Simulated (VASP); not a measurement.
# MgCd2S3 (P6/mmm) in VASP: notebook, part 2 of 3

VASP 6.6.1. The steps go on from the part before.

**3. Single point, PBE**

This run uses another cell than the first one, of 24.86 Å³/atom.

INCAR

```
SYSTEM = MgCd2S3
PREC = Accurate ; ENCUT = 520
EDIFF = 1E-6 ; ISMEAR = 0
SIGMA = 0.1 ; LREAL = .False.
LASPH = .True. ; NELM = 100
ALGO = Normal ; ISIF = 2
LWAVE = .False. ; LCHARG = .False.
GGA = PE ; NBANDS = 31
```

KPOINTS

```
regular mesh
0
Gamma
  3 3 6
  0 0 0
```

POSCAR

```
MgCd2S3
1.0
    7.1176875962      0.0000000032      0.0000000000
   -3.5588438008      6.1640982729      0.0000000000
    0.0000000000      0.0000000000      3.3992793850
Mg Cd S
1 2 3
Direct
    0.0000000000      0.0000000000      0.0000000000
    0.3333333333      0.6666666667      0.0000000000
    0.6666666667      0.3333333333      0.0000000000
    0.5000000000      0.0000000000      0.5000000000
    0.5000000000      0.5000000000      0.5000000000
    0.0000000000      0.5000000000      0.5000000000
```

Potentials or basis: VASP PAW PBE potentials, release 64 (Mg, Cd, S).

On the command line:

```sh
$ cat potpaw_PBE.64/Mg/POTCAR potpaw_PBE.64/Cd/POTCAR potpaw_PBE.64/S/POTCAR > POTCAR
$ mpirun -np 1 vasp_std > vasp.out
```

OUTCAR:

```text
SYSTEM = MgCd2S3
   PREC = Accurate
   ENCUT = 520
   EDIFF = 1E-6
   ISMEAR = 0
   LREAL = .False.
   LASPH = .True.
   NELM = 100
   ISIF = 2
   GGA = PE

 ion  position               nearest neighbor table
   1  0.000  0.000  0.000-
   2  0.333  0.667  0.000-   4 2.67   4 2.67   6 2.67   6 2.67   5 2.67   5 2.67
   3  0.667  0.333  0.000-   4 2.67   4 2.67   6 2.67   6 2.67   5 2.67   5 2.67
   4  0.500  0.000  0.500-   2 2.67   3 2.67   2 2.67   3 2.67
   5  0.500  0.500  0.500-   2 2.67   3 2.67   2 2.67   3 2.67
   6  0.000  0.500  0.500-   2 2.67   3 2.67   2 2.67   3 2.67

  LATTYP: Found a hexagonal cell.
 ALAT       =     7.1176875962
 C/A-ratio  =     0.4775819870

  Lattice vectors:

 A1 = (   7.1176875962,   0.0000000032,   0.0000000000)
 A2 = (  -3.5588438008,   6.1640982729,   0.0000000000)
 A3 = (   0.0000000000,   0.0000000000,   3.3992793850)

Analysis of symmetry for initial positions (statically):
=====================================================================
 Subroutine PRICEL returns:
 Original cell was already a primitive cell.

 Routine SETGRP: Setting up the symmetry group for a
 hexagonal supercell.

 Subroutine GETGRP returns: Found 24 space group operations
 (whereof 24 operations were pure point group operations)
 out of a pool of 24 trial point group operations.

The static configuration has the point symmetry D_6h.

Analysis of symmetry for dynamics (positions and initial velocities):
=====================================================================
 Subroutine PRICEL returns:
 Original cell was already a primitive cell.

 Routine SETGRP: Setting up the symmetry group for a
 hexagonal supercell.

 Subroutine GETGRP returns: Found 24 space group operations
 (whereof 24 operations were pure point group operations)
 out of a pool of 24 trial point group operations.

The dynamic configuration has the point symmetry D_6h.

 Subroutine INISYM returns: Found 24 space group operations
 (whereof 24 operations are pure point group operations),
 and found     1 'primitive' translations

----------------------------------------------------------------------------------------

                                     Primitive cell

  volume of cell :     149.1404

  direct lattice vectors                    reciprocal lattice vectors
     7.117687596  0.000000003  0.000000000     0.140495068  0.081114865  0.000000000
    -3.558843801  6.164098273  0.000000000    -0.000000000  0.162229730  0.000000000
     0.000000000  0.000000000  3.399279385     0.000000000  0.000000000  0.294179997

  length of vectors
     7.117687596  7.117687596  3.399279385     0.162229730  0.162229730  0.294179997

  position of ions in fractional coordinates (direct lattice)
     0.000000000  0.000000000  0.000000000
     0.333333333  0.666666667  0.000000000
     0.666666667  0.333333333  0.000000000
     0.500000000  0.000000000  0.500000000
     0.500000000  0.500000000  0.500000000
     0.000000000  0.500000000  0.500000000

  ion indices of the primitive-cell ions
   primitive index   ion index
                 1           1
                 2           2
                 3           3
                 4           4
                 5           5
                 6           6

[... 34 lines left out ...]
  0.000000  0.000000  0.333333      2.000000
  0.333333  0.000000  0.333333     12.000000
  0.333333  0.333333  0.333333      4.000000
  0.000000  0.000000  0.500000      1.000000
  0.333333  0.000000  0.500000      6.000000
  0.333333  0.333333  0.500000      2.000000
   k-points           NKPTS =     12   k-points in BZ     NKDIM =     12   number of bands    NBANDS=     31
   number of dos      NEDOS =    301   number of ions     NIONS =      6
   total plane-waves  NPLWV =  81648
   dimension x,y,z NGX =    54 NGY =   54 NGZ =   28
   dimension x,y,z NGXF=   108 NGYF=  108 NGZF=   56
   ions per type =               1   2   3
   NGX,Y,Z   is equivalent  to a cutoff of  12.61, 12.61, 13.69 a.u.
   NGXF,Y,Z  is equivalent  to a cutoff of  25.23, 25.23, 27.39 a.u.
 SYSTEM =  MgCd2S3
   PREC   = accura    normal or accurate (medium, high low for compatibility)
   ISTART =      0    job   : 0-new  1-cont  2-samecut
   ICHARG =      2    charge: 1-file 2-atom 10-const
   ISPIN  =      1    spin polarized calculation?
   LNONCOLLINEAR =      F non collinear calculations
   LSORBIT =      F    spin-orbit coupling
   LASPH  =      T    aspherical Exc in radial PAW
   ENCUT  =  520.0 eV  38.22 Ry    6.18 a.u.  13.23 13.23  6.32*2*pi/ulx,y,z
   NELM   =    100;   NELMIN=  2; NELMDL= -5     # of ELM steps
   EDIFF  = 0.1E-05   stopping-criterion for ELM
   LREAL  =      F    real-space projection
   EDIFFG = 0.1E-04   stopping-criterion for IOM
   NSW    =      0    number of steps for IOM
   IBRION =     -1    ionic relax: 0-MD 1-quasi-New 2-CG
   NFREE  =      0    steps in history (QN), initial steepest desc. (CG)
   ISIF   =      2    stress and relaxation
   ISYM   =      2    0-nonsym 1-usesym 2-fastsym
   POTIM  = 0.5000    time-step for ionic-motion
   TEBEG  =    0.0;   TEEND  =   0.0 temperature during run
   PSTRESS=    0.0 pullay stress
   NELECT =      44.0000    total number of electrons
   NUPDOWN=      -1.0000    fix difference up-down
   EMIN   =  10.00;   EMAX   =-10.00  energy-range for DOS
   EFERMI =   0.00;   METHOD = LEGACY
   ISMEAR =     0;   SIGMA  =   0.10  broadening in eV -4-tet -1-fermi 0-gaus
   EFERMI_NEDOS =   21; number of points for ismear=-14 and -15
   IALGO  =     38    algorithm
   IMIX   =      4    mixing-type and parameters
     AMIX     =   0.40;   BMIX     =  1.00
     AMIX_MAG =   1.60;   BMIX_MAG =  1.00
  volume/ion in A,a.u.               =      24.86       167.74
  Fermi-wavevector in a.u.,A,eV,Ry     =   1.089835  2.059489 16.160178  1.187740
  Thomas-Fermi vector in A             =   2.226046
   LORBIT       =      0    0 simple, 1 ext, 2 COOP (PROOUT), +10 PAW based schemes
   GGA     = PE    functional components
   LHFCALC =     F    Hartree Fock is set to
   AEXX    =    0.0000 exact exchange contribution
   IVDW    =     0    specifies the selected vdW correction
   LEPSILON=     F    determine dielectric tensor
   LRPA    =     F    only Hartree local field effects (RPA)
 non-spin polarized calculation
 Gauss-broadening in eV      SIGMA  =   0.10
  energy-cutoff  :      520.00
  volume of cell :      149.14
 maximum number of plane-waves:      4027
 NGX is ok and might be reduce to    54
   NGX = 27   NGY = 27   NGZ = 13

 number of electron      43.9999978 magnetization

 Free energy of the ion-electron system (eV)
  ---------------------------------------------------
  ext. energy  EPLUGINS =         0.00000000
  ---------------------------------------------------
  free energy    TOTEN  =       -15.03585466 eV

  energy without entropy =      -15.02088647  energy(sigma->0) =      -15.02837056

 E-fermi :   2.0142     XC(G=0):  -9.0258

 val. band max:        1.9150051145   @ k =   0.3333   0.0000   0.3333
 cond. band min:       2.0364151996   @ k =   0.0000   0.0000   0.5000
 fundamental gap:      0.1214100851
 Fermi energy:         2.0142479092

 k-point     1 :       0.0000    0.0000    0.0000
  band No.  band energies     occupation
      1     -10.8770      2.00000
      2      -9.9268      2.00000
      3      -9.9268      2.00000
      4      -6.4746      2.00000
      5      -6.2218      2.00000
      6      -6.0161      2.00000
[... 397 lines left out ...]
     30       8.3086      0.00000
     31       8.3086      0.00000

------------------------ aborting loop because EDIFF is reached ----------------------------------------

  FORCE on cell =-STRESS in cart. coord.  units (eV):
  Direction    XX          YY          ZZ          XY          YZ          ZX
  --------------------------------------------------------------------------------------
  -------------------------------------------------------------------------------------
  Total        0.3571064      0.3571064      0.0785165      0.0000000     -0.0000000      0.0000000
  in kB        3.8363030      3.8363030      0.8434823      0.0000000     -0.0000000      0.0000000
  external PRESSURE =       2.8386961 kB  Pullay stress =       0.0000000 kB

 VOLUME and BASIS-vectors are now :
 -----------------------------------------------------------------------------
  energy-cutoff  :      520.00
  volume of cell :      149.14
      direct lattice vectors                 reciprocal lattice vectors
     7.117687596  0.000000003  0.000000000     0.140495068  0.081114865  0.000000000
    -3.558843801  6.164098273  0.000000000    -0.000000000  0.162229730  0.000000000
     0.000000000  0.000000000  3.399279385     0.000000000  0.000000000  0.294179997

 POSITION                                       TOTAL-FORCE (eV/Angst)
 -----------------------------------------------------------------------------------
      0.00000      0.00000      0.00000         0.000000      0.000000      0.000000
     -0.00000      4.10940      0.00000         0.000000     -0.000000     -0.000000
      3.55884      2.05470      0.00000        -0.000000      0.000000      0.000000
      3.55884      0.00000      1.69964         0.000000      0.000000      0.000000
      1.77942      3.08205      1.69964         0.000000      0.000000      0.000000
     -1.77942      3.08205      1.69964         0.000000      0.000000      0.000000
 -----------------------------------------------------------------------------------
    total drift:                                0.000000      0.000000     -0.000000

  FREE ENERGIE OF THE ION-ELECTRON SYSTEM (eV)
  ---------------------------------------------------
  free  energy   TOTEN  =       -15.0358546586 eV

  energy  without entropy=      -15.0208864706  energy(sigma->0) =      -15.02837056
```

It took 56 s on 1 thread of Intel Xeon Platinum 8259CL at 2.50GHz (Skylake/Cascade Lake), shared host; peak memory 0.28 GiB.

What came out:

| Quantity | Value |
| --- | --- |
| Free energy | -15.0359 eV |
| Pressure | 0.3 GPa |
| Band gap on the k mesh | zero (bands 22 and 23 overlap by 0.85 eV) |

Stress tensor (GPa, compression positive):
```
0.38 0.00 0.00
0.00 0.38 0.00
0.00 0.00 0.08
```

**4. Relaxation of cell and atoms, PBE**

INCAR

```
SYSTEM = MgCd2S3
PREC = Accurate ; ENCUT = 600
EDIFF = 1E-7 ; ISMEAR = 0
SIGMA = 0.1 ; LREAL = .False.
LASPH = .True. ; NELM = 100
ALGO = Normal ; ISIF = 3
LWAVE = .False. ; LCHARG = .False.
GGA = PE ; IBRION = 2
NSW = 90 ; EDIFFG = -0.04
```

KPOINTS is that of step 3.

POSCAR

```
MgCd2S3
1.0
    6.5205280100      0.0000000000      0.0000000000
   -3.2602640100      5.6469429000      0.0000000000
    0.0000000000      0.0000000000      3.5983963000
Mg Cd S
1 2 3
Direct
    0.0000000000      0.0000000000      0.0000000000
    0.3333333300      0.6666666700      0.0000000000
    0.6666666700      0.3333333300      0.0000000000
    0.5000000000      0.0000000000      0.5000000000
    0.5000000000      0.5000000000      0.5000000000
    0.0000000000      0.5000000000      0.5000000000
```

On the command line:

```sh
$ cat potpaw_PBE.64/Mg/POTCAR potpaw_PBE.64/Cd/POTCAR potpaw_PBE.64/S/POTCAR > POTCAR
$ mpirun -np 1 vasp_std > vasp.out
```

Wall time 6.8 min (1 thread of Intel Xeon Platinum 8259CL at 2.50GHz (Skylake/Cascade Lake), shared host); peak memory 0.32 GiB.

It converged, with:

* Free energy: -15.0333 eV
* Relaxed volume: 25.03 Å³/atom
* Relaxed cell: a = 7.160 Å, b = 7.160 Å, c = 3.382 Å, α = 90.00°, β = 90.00°, γ = 120.00°
* Space group after relaxing (to 0.1 Å): P6/mmm (No. 191)
* Energy gained by relaxing: 67.3 meV/atom
* Ionic steps: 11
* Pressure after relaxing: 0.0 GPa
* Band gap on the k mesh: zero (bands 22 and 23 overlap by 0.92 eV)

Stress tensor (GPa, compression positive):
```
-0.04  0.00  0.00
 0.00 -0.04  0.00
 0.00  0.00  0.22
```

The path:
| step | energy change (eV) | largest force (eV/Å) | pressure (GPa) | volume (Å³) |
| --- | --- | --- | --- | --- |
| 1 | 0.0000 | 0.0000 | 6.00 | 132.50 |
| 2 | -0.2558 | 0.0000 | -0.91 | 148.99 |
| 3 | -0.2593 | 0.0000 | -0.31 | 147.08 |
| 4 | -0.3078 | 0.0000 | -0.22 | 147.64 |
| 5 | -0.3926 | 0.0000 | 0.08 | 148.75 |
| 6 | -0.4000 | 0.0000 | 0.24 | 148.97 |
| 7 | -0.3883 | 0.0000 | 0.68 | 149.28 |
| 8 | -0.4030 | 0.0000 | 0.36 | 149.09 |
| 9 | -0.4028 | 0.0000 | 0.39 | 149.12 |
| 10 | -0.4020 | 0.0000 | -0.38 | 151.58 |
| 11 | -0.4039 | 0.0000 | 0.05 | 150.17 |

Final structure:
```
Mg Cd S
1.0
     7.16001    0.00000    0.00000
    -3.58000    6.20075    0.00000
     0.00000    0.00000    3.38249
Mg Cd S
1 2 3
Direct
  0.00000 0.00000 0.00000
  0.33333 0.66667 0.00000
  0.66667 0.33333 0.00000
  0.50000 0.00000 0.50000
  0.50000 0.50000 0.50000
  0.00000 0.50000 0.50000
```

Levels at points of the mesh, in eV from the Fermi level:
| k point | band 19 | band 20 | band 21 | band 22 | band 23 | band 24 | band 25 | band 26 |
| --- | --- | --- | --- | --- | --- | --- | --- | --- |
| (0.00, 0.00, 0.00) | -0.71 | -0.71 | -0.55 | 0.49 | 0.49 | 1.15 | 4.36 | 4.36 |
| (0.00, 0.00, 0.50) | -1.51 | -0.29 | 0.04 | 0.23 | 0.23 | 1.18 | 1.44 | 2.75 |

Caveat: the k points lie up to 0.34 Å⁻¹ apart in the final cell, too coarse for converged energies and pressures of a metal.

**5. Single point, PBE**

This run uses another cell than the first one, of 24.92 Å³/atom.

INCAR

```
SYSTEM = MgCd2S3
PREC = Accurate
ENCUT = 520
EDIFF = 1E-6
ISMEAR = 0
SIGMA = 0.1
LREAL = .FALSE.
LASPH = .TRUE.
NELM = 60
ALGO = Normal
ISIF = 2
LWAVE = .FALSE.
LCHARG = .TRUE.
GGA = PE
LELF = .TRUE.
LVHAR = .TRUE.
NBANDS = 31
```

KPOINTS

```
regular mesh
0
G
  6 6 12
  0 0 0
```

POSCAR

```
MgCd2S3
1.0
    7.1212240073      0.0000000000      0.0000000000
   -3.5606120036      6.1671608963      0.0000000000
    0.0000000000      0.0000000000      3.4041683965
Mg Cd S
1 2 3
Direct
    0.0000000000      0.0000000000      0.0000000000
    0.3333333333      0.6666666667      0.0000000000
    0.6666666667      0.3333333333      0.0000000000
    0.5000000000      0.0000000000      0.5000000000
    0.5000000000      0.5000000000      0.5000000000
    0.0000000000      0.5000000000      0.5000000000
```

Potentials or basis: VASP PAW PBE potentials, release 64 (Mg, Cd, S).

On the command line:

```sh
$ cat potpaw_PBE.64/Mg/POTCAR potpaw_PBE.64/Cd/POTCAR potpaw_PBE.64/S/POTCAR > POTCAR
$ mpirun -np 1 vasp_std > vasp.out
```

OUTCAR:

```text
SYSTEM = MgCd2S3
   PREC = Accurate
   ENCUT = 520
   EDIFF = 1E-6
   ISMEAR = 0
   LREAL = .FALSE.
   LASPH = .TRUE.
   NELM = 60
   ISIF = 2
   GGA = PE

 ion  position               nearest neighbor table
   1  0.000  0.000  0.000-
   2  0.333  0.667  0.000-   4 2.67   4 2.67   6 2.67   6 2.67   5 2.67   5 2.67
   3  0.667  0.333  0.000-   4 2.67   4 2.67   6 2.67   6 2.67   5 2.67   5 2.67
   4  0.500  0.000  0.500-   2 2.67   3 2.67   2 2.67   3 2.67
   5  0.500  0.500  0.500-   2 2.67   3 2.67   2 2.67   3 2.67
   6  0.000  0.500  0.500-   2 2.67   3 2.67   2 2.67   3 2.67

  LATTYP: Found a hexagonal cell.
 ALAT       =     7.1212240073
[... 1021 lines left out ...]
  -------------------------------------------------------------------------------------
  Total        0.2319967      0.2319967      0.2618487      0.0000000      0.0000000     -0.0000000
  in kB        2.4862303      2.4862303      2.8061444      0.0000000      0.0000000     -0.0000000
  external PRESSURE =       2.5928683 kB  Pullay stress =       0.0000000 kB

 VOLUME and BASIS-vectors are now :
 -----------------------------------------------------------------------------
  energy-cutoff  :      520.00
  volume of cell :      149.50
      direct lattice vectors                 reciprocal lattice vectors
     7.121224007  0.000000000  0.000000000     0.140425298  0.081074583  0.000000000
    -3.560612004  6.167160896  0.000000000     0.000000000  0.162149167  0.000000000
     0.000000000  0.000000000  3.404168396     0.000000000  0.000000000  0.293757501

 POSITION                                       TOTAL-FORCE (eV/Angst)
 -----------------------------------------------------------------------------------
      0.00000      0.00000      0.00000         0.000000      0.000000      0.000000
     -0.00000      4.11144      0.00000         0.000000     -0.000000      0.000000
      3.56061      2.05572      0.00000        -0.000000      0.000000     -0.000000
      3.56061      0.00000      1.70208        -0.000000      0.000000      0.000000
      1.78031      3.08358      1.70208         0.000000      0.000000      0.000000
     -1.78031      3.08358      1.70208        -0.000000      0.000000      0.000000
 -----------------------------------------------------------------------------------
    total drift:                                0.000000      0.000000     -0.000000

  FREE ENERGIE OF THE ION-ELECTRON SYSTEM (eV)
  ---------------------------------------------------
  free  energy   TOTEN  =       -14.9640352495 eV

  energy  without entropy=      -14.9402827109  energy(sigma->0) =      -14.95215898
```

OSZICAR:

```text
N       E                     dE             d eps       ncg     rms          rms(c)
DAV:   1     0.280871922198E+03    0.28087E+03   -0.20170E+04  3046   0.125E+03
DAV:   2     0.234004220265E+01   -0.27853E+03   -0.26387E+03  3484   0.293E+02
DAV:   3    -0.176445045558E+02   -0.19985E+02   -0.19663E+02  3676   0.752E+01
DAV:   4    -0.179230778205E+02   -0.27857E+00   -0.27817E+00  3535   0.898E+00
DAV:   5    -0.179284491912E+02   -0.53714E-02   -0.53706E-02  3794   0.121E+00    0.138E+01
DAV:   6    -0.150196809860E+02    0.29088E+01   -0.11297E+01  3781   0.167E+01    0.980E+00
DAV:   7    -0.149942624683E+02    0.25419E-01   -0.82703E-01  3346   0.447E+00    0.609E+00
DAV:   8    -0.149701575500E+02    0.24105E-01   -0.12641E-01  3626   0.215E+00    0.847E-01
DAV:   9    -0.149637341383E+02    0.64234E-02   -0.23524E-02  3607   0.779E-01    0.200E-01
DAV:  10    -0.149641168582E+02   -0.38272E-03   -0.24137E-03  3500   0.289E-01    0.661E-02
DAV:  11    -0.149640218706E+02    0.94988E-04   -0.43861E-04  3598   0.123E-01    0.190E-02
DAV:  12    -0.149640371777E+02   -0.15307E-04   -0.72690E-05  3507   0.449E-02    0.163E-02
DAV:  13    -0.149640354101E+02    0.17676E-05   -0.68599E-06  3494   0.185E-02    0.687E-03
DAV:  14    -0.149640352495E+02    0.16058E-06   -0.13449E-06  2734   0.986E-03
   1 F= -.14964035E+02 E0= -.14952159E+02  d E =-.237525E-01
```

Run time: 3.3 min. Hardware: 1 thread of Intel Xeon Platinum 8259CL at 2.50GHz (Skylake/Cascade Lake), shared host; peak memory 0.39 GiB.

What came out:

- Free energy: -14.9640 eV
- Pressure: 0.3 GPa
- Band gap on the k mesh: zero (bands 22 and 23 overlap by 0.86 eV)

Levels at points of the mesh, in eV from the Fermi level:
| k point | band 18 | band 19 | band 20 | band 21 | band 22 | band 23 | band 24 | band 25 | band 26 | band 27 |
| --- | --- | --- | --- | --- | --- | --- | --- | --- | --- | --- |
| (0.00, 0.00, 0.00) | -0.85 | -0.68 | -0.68 | -0.53 | 0.43 | 0.43 | 1.17 | 4.43 | 4.43 | 4.62 |
| (0.50, 0.00, 0.00) | -1.97 | -0.57 | -0.48 | -0.22 | -0.06 | 0.42 | 2.16 | 3.33 | 3.79 | 4.62 |
| (0.00, 0.00, 0.50) | -1.55 | -1.55 | -0.35 | 0.04 | 0.24 | 0.24 | 1.23 | 1.44 | 2.71 | 2.71 |
| (0.50, 0.00, 0.50) | -1.76 | -1.65 | -1.05 | -0.64 | 0.21 | 0.62 | 1.63 | 2.05 | 2.90 | 4.00 |

(Continued in part 3 of 3.)
